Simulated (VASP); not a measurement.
Write the native input for VASP 6.6.1 that does the following.

```yaml
Task: single point
Functional: PBEsol
Potentials_or_basis: VASP PAW PBE potentials, release 64 (Ge_d)
Cutoff: 520 eV
k_mesh: 6 × 6 × 4
Occupations: gaussian, width 0.1 eV
Spin: no spin polarisation
Dipole_correction: no
Further_INCAR_settings: ALGO = Normal; EDIFF = 1e-06; NBANDS = 21
```

The structure of Ge lies in POSCAR:

```
Ge
1.0
    3.2853008098      0.0000000000      0.0000000000
   -1.6426504049      2.8451539603      0.0000000000
    0.0000000000      0.0000000000      5.3322172022
Ge
2
Direct
    0.3333333333      0.6666666667      0.2500000000
    0.6666666667      0.3333333333      0.7500000000
```

This isn't the form of Ge at room conditions, which is diamond.

These files were run (other wordings do the same):

INCAR

```
  ALGO = Normal
  EDIFF = 1E-6
  ENCUT = 520
  GGA = PS
  ISIF = 2
  ISMEAR = 0
  LASPH = True
  LCHARG = True
  LELF = True
  LREAL = False
  LVHAR = True
  LWAVE = False
  NBANDS = 21
  NELM = 100
  PREC = Accurate
  SIGMA = 0.1
```

KPOINTS

```
k-points
0
Gamma
  6 6 4
```

Potentials or basis: VASP PAW PBE potentials, release 64 (Ge_d).

Launch:

```sh
$ cat potpaw_PBE.64/Ge_d/POTCAR > POTCAR
$ mpirun -np 1 vasp_std > vasp.out
```

Results of the run:

```json
{
 "Pressure": "-11.4 GPa",
 "Band gap on the k mesh": "zero (bands 14 and 15 overlap by 6.79 eV)"
}
```

Caveat: the k points lie up to 0.37 Å⁻¹ apart, too coarse for converged energies and pressures of a metal; the PAW data sets were made with another functional, which shifts forces and pressure a little.

Wall time 11 s on 1 thread of Intel(R) Xeon(R) Platinum 8259CL CPU @ 2.50GHz (Skylake/Cascade Lake), with other jobs on the host, peak memory 0.16 GiB.
